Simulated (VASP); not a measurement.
Write the native input for VASP 6.6.1 that does the following.

```yaml
Task: single point
Functional: PBE0
Potentials_or_basis: VASP PAW PBE potentials, release 64 (Au, Cu)
Cutoff: 520 eV
k_mesh: 6 × 6 × 4
Occupations: fermi-dirac, width 0.05 eV
Spin: no spin polarisation
Dipole_correction: no
Grid_for_exact_exchange_PRECFOCK: Normal
Further_INCAR_settings: ALGO = Normal; EDIFF = 1e-06; NBANDS = 18
```

The system is CuAu.

```
Au Cu
1.0
     2.82936    0.00000    0.00000
     0.00000    2.82936    0.00000
     0.00000    0.00000    3.70940
Au Cu
1 1
Direct
  0.00000 0.00000 0.00000
  0.50000 0.50000 0.50000
```

The input as run:

POSCAR

```
CuAu
1.0
    2.8293642325      0.0000000000      0.0000000000
    0.0000000000      2.8293642325      0.0000000000
    0.0000000000      0.0000000000      3.7094046847
Au Cu
1 1
Direct
    0.0000000000      0.0000000000      0.0000000000
    0.5000000000      0.5000000000      0.5000000000
```

INCAR.step1

```
SYSTEM = CuAu
PREC = Accurate
ENCUT = 520
EDIFF = 1E-5
ISMEAR = -1
SIGMA = 0.05
LREAL = .False.
LASPH = .True.
NELM = 100
ALGO = Normal
ISIF = 2
LWAVE = .True.
LCHARG = .False.
NBANDS = 18
GGA = PE
```

INCAR.step2

```
SYSTEM = CuAu
PREC = Accurate
ENCUT = 520
EDIFF = 1E-6
ISMEAR = -1
SIGMA = 0.05
LREAL = .False.
LASPH = .True.
NELM = 100
ALGO = Normal
ISIF = 2
LWAVE = .False.
LCHARG = .False.
GGA = PE
LHFCALC = .True.
AEXX = 0.25
PRECFOCK = Normal
NBANDS = 18
ISTART = 1
```

KPOINTS

```
regular mesh
0
Gamma
  6 6 4
  0 0 0
```

Potentials or basis: VASP PAW PBE potentials, release 64 (Au, Cu).

Run with:

```console
$ cat potpaw_PBE.64/Au/POTCAR potpaw_PBE.64/Cu/POTCAR > POTCAR
$ cp INCAR.step1 INCAR
$ mpirun -np 1 vasp_std > vasp.out
$ cp INCAR.step2 INCAR
$ mpirun -np 1 vasp_std > vasp.out
```

It gave:

* Pressure: 0.0 GPa
* Band gap on the k mesh: zero (band 11 reaches 14.64 eV, above the bottom of band 12 at 4.54 eV)

Caveat: the k points lie up to 0.42 Å⁻¹ apart; the PAW data sets were made with another functional, which shifts forces and pressure a little; spin-orbit coupling is left out, which moves the levels of the heavy elements.

Wall time 44 min on 1 thread of Intel(R) Xeon(R) Platinum 8259CL CPU @ 2.50GHz (Skylake/Cascade Lake), on a shared host, peak memory 0.17 GiB.
